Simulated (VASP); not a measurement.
Crystal: HfO2.

```xyz
3
Lattice="0.0000 2.5292 2.5292 2.5292 0.0000 2.5292 2.5292 2.5292 0.0000" Properties=species:S:1:pos:R:3 pbc="T T T"
Hf    0.0000    0.0000    0.0000
O     1.2646    1.2646    1.2646
O     3.7938    3.7938    3.7938
```

Program: VASP 6.6.1. Alike in all runs: task single point; no spin polarisation; cell as given.

Order these runs on this cell by their band gap on the k mesh, lowest first.
A. level r2SCAN; potentials or basis VASP PAW PBE potentials, release 64 (Hf_pv, O); k mesh 6 × 6 × 6; cutoff (eV) 660; smearing methfessel-paxton 0.001 eV
B. level PBE-based screened hybrid; potentials or basis VASP PAW PBE potentials, release 64 (Hf_pv, O); k mesh 4 × 4 × 4; cutoff (eV) 520; smearing gaussian 0.01 eV; grid for exact exchange (PRECFOCK) Normal; share of exact exchange 0.35; screening parameter 0.3 1/Å
C. level r2SCAN; potentials or basis VASP PAW PBE potentials, release 64 (Hf_pv, O); k mesh 5 × 5 × 5; cutoff (eV) 660; smearing gaussian 0.01 eV
D. level HSE06; potentials or basis VASP PAW PBE potentials, release 64 (Hf_pv, O); k mesh 4 × 4 × 4; cutoff (eV) 520; smearing fermi-dirac 0.001 eV; grid for exact exchange (PRECFOCK) Normal; screening parameter 0.2079 1/Å
E. level LDA; potentials or basis VASP PAW LDA potentials, release 64 (Hf_pv, O); k mesh 6 × 6 × 6; cutoff (eV) 600; smearing gaussian 0.01 eV

E (3.61 eV), A (4.32 eV), C (4.63 eV), D (5.36 eV), B (5.64 eV).

Caveats: some runs use coarse meshes; spin-orbit coupling is left out, which moves the levels of the heavy elements.

A k mesh can miss the band edges, odd and even meshes differently.
